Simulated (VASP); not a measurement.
Runs of VASP 6.6.1 on Ti. The structure is that of space group I4/mmm (No. 139), or close to it. The cells are those of the table. 

| cell | gap on the mesh (eV) | pressure (GPa) |
| --- | --- | --- |
| a = 2.920 Å, angles 111.6, 111.6, 105.3°, 1 atom | none | -12.6 |
| a = 2.882 Å, angles 107.4, 107.4, 113.7°, 1 atom | none | -9.9 |
| a = 2.847 Å, angles 106.3, 106.3, 115.9°, 1 atom | none | -6.8 |
| a = 2.996 Å, angles 107.5, 107.5, 113.6°, 1 atom | none | -16.9 |
| a = 2.960 Å, angles 106.5, 106.5, 115.7°, 1 atom | none | -14.8 |
| a = 2.926 Å, angles 105.4, 105.4, 117.9°, 1 atom | none | (b) |
| a = 2.847 Å, angles 112.8, 112.8, 103.0°, 1 atom | none | (a) |

Alike in all rows: task single point; level PBEsol; potentials or basis VASP PAW PBE potentials, release 64 (Ti_sv); no spin polarisation; k mesh 20 × 20 × 20; cutoff (eV) 520; smearing gaussian 0.15 eV.

Question: Fill in the values left out.

Answer: (a) -6.1; (b) -12.2.

Caveats: the cell stands under tension; the PAW data sets were made with another functional, which shifts forces and pressure a little.

A gap of «none» marks levels without a gap at the run's occupations.
